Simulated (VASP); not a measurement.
# Si8Ni4F in VASP: single point with PBEsol

Aim: the single point of Si8Ni4F with PBEsol.

Everything below comes from runs of VASP 6.6.1. Logs are shortened: lines on timing, memory, paths and dates and some standing lists are left out, and cuts for length are marked.

### 1 The cell of the first run

The cell holds a slab with vacuum, 13 atoms: a = 3.812 Å, b = 5.391 Å, c = 24.718 Å, α = 90.00°, β = 90.00°, γ = 90.00°.

### 2 Single point, PBEsol

Input file INCAR:

```
ALGO = Normal
DIPOL = 0.5 0.5 0.472
EDIFF = 1E-6
ENCUT = 520
GGA = PS
GGA_COMPAT = F
IDIPOL = 3
ISIF = 2
ISMEAR = 0
LASPH = T
LCHARG = F
LDIPOL = T
LREAL = F
LWAVE = F
NBANDS = 52
NELM = 120
NELMDL = -8
PREC = Accurate
SIGMA = 0.1
```

Input file KPOINTS:

```
k-points
0
Gamma
  8 6 1
```

Input file POSCAR:

```
Si8Ni4F
1.0
    3.8123023665      0.0000000000      0.0000000000
    0.0000000000      5.3914097106      0.0000000000
    0.0000000000      0.0000000000     24.7184535498
Si Ni F
8 4 1
Direct
    0.0000000000      0.7500000000      0.3438726449
    0.0000000000      0.2500000000      0.3438726449
    0.5000000000      0.2500000000      0.4209871448
    0.5000000000      0.7500000000      0.4209871448
    0.0000000000      0.7498391933      0.4990679326
    0.0000000000      0.2564313960      0.4964986208
    0.5000000000      0.2332577583      0.5728689516
    0.5000000000      0.7696741593      0.5741957170
    0.5000000000      0.5000000000      0.3438726449
    0.0000000000      0.0000000000      0.4209871448
    0.5000000000      0.5037607329      0.4974911541
    0.0000000000      0.0108677227      0.5681889926
    0.5000000000      0.6647758349      0.6360094423
```

Potentials or basis: VASP PAW PBE potentials, release 64 (Si, Ni, F).

On the command line:

```bash
$ cat potpaw_PBE.64/Si/POTCAR potpaw_PBE.64/Ni/POTCAR potpaw_PBE.64/F/POTCAR > POTCAR
$ mpirun -np 1 vasp_std > vasp.out
```

OUTCAR:

```text
EDIFF = 1E-6
   ENCUT = 520
   GGA = PS
   ISIF = 2
   ISMEAR = 0
   LASPH = T
   LREAL = F
   NELM = 120
   NELMDL = -8
   PREC = Accurate

 ion  position               nearest neighbor table
   1  0.000  0.750  0.344-   9 2.33   9 2.33  10 2.33   2 2.70   2 2.70   4 2.70   4 2.70
   2  0.000  0.250  0.344-   9 2.33   9 2.33  10 2.33   1 2.70   1 2.70   3 2.70   3 2.70
   3  0.500  0.250  0.421-  11 2.33  10 2.33  10 2.33   9 2.33   6 2.67   6 2.67   4 2.70   4 2.70
                             2 2.70   2 2.70
   4  0.500  0.750  0.421-  11 2.31  10 2.33  10 2.33   9 2.33   3 2.70   3 2.70   1 2.70   1 2.70
                             5 2.71   5 2.71
   5  0.000  0.750  0.499-  12 2.21  11 2.32  11 2.32  10 2.35   6 2.66   8 2.66   8 2.66   4 2.71
                             4 2.71   6 2.73
   6  0.000  0.256  0.496-  12 2.21  10 2.32  11 2.33  11 2.33   5 2.66   3 2.67   3 2.67   7 2.69
                             7 2.69   5 2.73
   7  0.500  0.233  0.573-  12 2.25  12 2.25  11 2.37   8 2.50   6 2.69   6 2.69   8 2.89
   8  0.500  0.770  0.574-  13 1.63  12 2.31  12 2.31  11 2.38   7 2.50   5 2.66   5 2.66   7 2.89

   9  0.500  0.500  0.344-   1 2.33   2 2.33   1 2.33   2 2.33   3 2.33   4 2.33
  10  0.000  0.000  0.421-   6 2.32   4 2.33   3 2.33   3 2.33   4 2.33   2 2.33   1 2.33   5 2.35

  11  0.500  0.504  0.497-   4 2.31   5 2.32   5 2.32   6 2.33   6 2.33   3 2.33   7 2.37   8 2.38

  12  0.000  0.011  0.568-   6 2.21   5 2.21   7 2.25   7 2.25   8 2.31   8 2.31
  13  0.500  0.665  0.636-   8 1.63

  LATTYP: Found a simple orthorhombic cell.
 ALAT       =     3.8123023665
 B/A-ratio  =     1.4142135624
 C/A-ratio  =     6.4838649125

  Lattice vectors:

 A1 = (   3.8123023665,   0.0000000000,   0.0000000000)
 A2 = (   0.0000000000,   5.3914097106,   0.0000000000)
 A3 = (   0.0000000000,   0.0000000000,  24.7184535498)

Analysis of symmetry for initial positions (statically):
=====================================================================
 Subroutine PRICEL returns:
 Original cell was already a primitive cell.

 Routine SETGRP: Setting up the symmetry group for a
 simple orthorhombic supercell.

 Subroutine GETGRP returns: Found  2 space group operations
 (whereof  2 operations were pure point group operations)
 out of a pool of  8 trial point group operations.

The static configuration has the point symmetry C_1h.

Analysis of symmetry for dynamics (positions and initial velocities):
=====================================================================
 Subroutine PRICEL returns:
 Original cell was already a primitive cell.

 Routine SETGRP: Setting up the symmetry group for a
 simple orthorhombic supercell.

[... 144 lines left out ...]
  Thomas-Fermi vector in A             =   2.000679
   LORBIT       =      0    0 simple, 1 ext, 2 COOP (PROOUT), +10 PAW based schemes
   GGA     = PS    functional components
   LHFCALC =     F    Hartree Fock is set to
   AEXX    =    0.0000 exact exchange contribution
   IVDW    =     0    specifies the selected vdW correction
   LEPSILON=     F    determine dielectric tensor
   LRPA    =     F    only Hartree local field effects (RPA)
 non-spin polarized calculation
 Gauss-broadening in eV      SIGMA  =   0.10
  energy-cutoff  :      520.00
  volume of cell :      508.06
 maximum number of plane-waves:     13728
   NGX = 15   NGY = 21   NGZ = 91

 dipolmoment           0.000000      0.000000     -0.007442 electrons x Angstroem

 number of electron      79.0000028 magnetization

 dipolmoment           0.000000      0.000000      0.089773 electrons x Angstroem

 Free energy of the ion-electron system (eV)
  ---------------------------------------------------
  ext. energy  EPLUGINS =         0.00000000
  ---------------------------------------------------
  free energy    TOTEN  =       -77.70908039 eV

  energy without entropy =      -77.68574908  energy(sigma->0) =      -77.69741474

 E-fermi :  -0.4234     XC(G=0):  -4.5085

 val. band max:       -0.4320505535   @ k =   0.3750   0.3333   0.0000
 cond. band min:      -0.4220236606   @ k =   0.2500   0.5000   0.0000
 fundamental gap:      0.0100268929
 Fermi energy:        -0.4233792683

 k-point     1 :       0.0000    0.0000    0.0000
  band No.  band energies     occupation
      1     -25.2941      2.00000
      2     -13.5677      2.00000
      3     -12.0114      2.00000
      4      -9.9878      2.00000
      5      -9.6140      2.00000
      6      -8.5450      2.00000
[... 1069 lines left out ...]
     50       2.8501      0.00000
     51       3.1147      0.00000
 [bands above 51 left out]

------------------------ aborting loop because EDIFF is reached ----------------------------------------

 vacuum level on the upper side and lower side of the slab       (xc-potential included)         0.192        -0.583

  FORCE on cell =-STRESS in cart. coord.  units (eV):
  Direction    XX          YY          ZZ          XY          YZ          ZX
  --------------------------------------------------------------------------------------
  -------------------------------------------------------------------------------------
  Total       -4.8359403     -2.8602662     -0.1546393      0.0000000     -0.0279941      0.0000000
  in kB      -15.2503757     -9.0199903     -0.4876627      0.0000000     -0.0882808      0.0000000
  external PRESSURE =      -8.2526762 kB  Pullay stress =       0.0000000 kB

 VOLUME and BASIS-vectors are now :
 -----------------------------------------------------------------------------
  energy-cutoff  :      520.00
  volume of cell :      508.06
      direct lattice vectors                 reciprocal lattice vectors
     3.812302366  0.000000000  0.000000000     0.262308680  0.000000000  0.000000000
     0.000000000  5.391409711  0.000000000     0.000000000  0.185480246  0.000000000
     0.000000000  0.000000000 24.718453550     0.000000000  0.000000000  0.040455605

 POSITION                                       TOTAL-FORCE (eV/Angst)
 -----------------------------------------------------------------------------------
      0.00000      4.04356      8.50000         0.000000      0.326199     -0.169203
      0.00000      1.34785      8.50000         0.000000     -0.318845     -0.250982
      1.90615      1.34785     10.40615         0.000000      0.011829     -0.520594
      1.90615      4.04356     10.40615         0.000000      0.027469     -0.559351
      0.00000      4.04269     12.33619         0.000000     -0.016569     -0.014092
      0.00000      1.38253     12.27268         0.000000      0.011383     -0.012423
      1.90615      1.25759     14.16043         0.000000      0.028323     -0.002755
      1.90615      4.14963     14.19323         0.000000      0.070511     -0.244045
      1.90615      2.69570      8.50000         0.000000     -0.038917      0.706739
      0.00000      0.00000     10.40615         0.000000     -0.011910      0.778372
      1.90615      2.71598     12.29721         0.000000      0.001368      0.002190
      0.00000      0.05859     14.04475         0.000000     -0.019425      0.052794
      1.90615      3.58408     15.72117         0.000000     -0.071416      0.233352
 -----------------------------------------------------------------------------------
    total drift:                                0.000000      0.000553     -0.000975

  FREE ENERGIE OF THE ION-ELECTRON SYSTEM (eV)
  ---------------------------------------------------
  free  energy   TOTEN  =       -77.7090803878 eV

  energy  without entropy=      -77.6857490829  energy(sigma->0) =      -77.69741474

 vacuum level on the upper side and lower side of the slab         5.122         4.333
```

OSZICAR:

```text
N       E                     dE             d eps       ncg     rms          rms(c)
DAV:   1     0.561707078910E+03    0.56171E+03   -0.30283E+04  2080   0.126E+03
DAV:   2    -0.140723487566E+02   -0.57578E+03   -0.54829E+03  2416   0.303E+02
DAV:   3    -0.837331637137E+02   -0.69661E+02   -0.67861E+02  2556   0.123E+02
[... 29 lines left out ...]
DAV:  33    -0.777090730371E+02   -0.35604E-05   -0.44146E-07  1468   0.507E-03    0.208E-03
DAV:  34    -0.777090751818E+02   -0.21447E-05   -0.12037E-07  1348   0.291E-03    0.204E-03
DAV:  35    -0.777090782320E+02   -0.30502E-05   -0.17799E-07  1480   0.524E-03    0.893E-04
DAV:  36    -0.777090793913E+02   -0.11593E-05   -0.85595E-08  1404   0.155E-03    0.512E-04
DAV:  37    -0.777090803878E+02   -0.99651E-06   -0.35908E-08  1284   0.171E-03
   1 F= -.77709080E+02 E0= -.77697415E+02  d E =-.233313E-01
```

stdout:

```text
POSCAR found type information on POSCAR SiNiF
 POSCAR found :  3 types and      13 ions
 scaLAPACK will be used
 -----------------------------------------------------------------------------
|                                                                             |
|                                                                             |
|     You enforced a specific xc type in the INCAR file but a different       |
|     I HOPE YOU KNOW WHAT YOU ARE DOING!                                     |
|                                                                             |
 -----------------------------------------------------------------------------

 LDA part: xc-table for (Slater+PW92), standard interpolation
 POSCAR, INCAR and KPOINTS ok, starting setup
 FFT: planning ... GRIDC
 FFT: planning ... GRID_SOFT
 FFT: planning ... GRID
 WAVECAR not read
 entering main loop
```

Wall time 15 min (1 thread of Intel Xeon 6975P-C (Granite Rapids), shared host); peak memory 0.73 GiB.

Results:

* Free energy: -77.7091 eV
* Largest force: 0.778 eV/Å
* Band gap on the k mesh: zero (an odd number of electrons rules out a gap without spin polarisation)

Forces in eV/Å, atoms in the order of the input:
```
Si   0.000  0.326 -0.169
Si   0.000 -0.319 -0.251
Si   0.000  0.012 -0.521
Si   0.000  0.027 -0.559
Si   0.000 -0.017 -0.014
Si   0.000  0.011 -0.012
Si   0.000  0.028 -0.003
Si   0.000  0.071 -0.244
Ni   0.000 -0.039  0.707
Ni   0.000 -0.012  0.778
Ni   0.000  0.001  0.002
Ni   0.000 -0.019  0.053
F    0.000 -0.071  0.233
```

Caveat: the PAW data sets were made with another functional, which shifts forces and pressure a little; an odd number of electrons without spin polarisation forces a metal; a magnetic or distorted state may lie lower. With open d or f shells a metallic result of PBEsol can be an artefact of self-interaction; +U or a hybrid may open a gap.
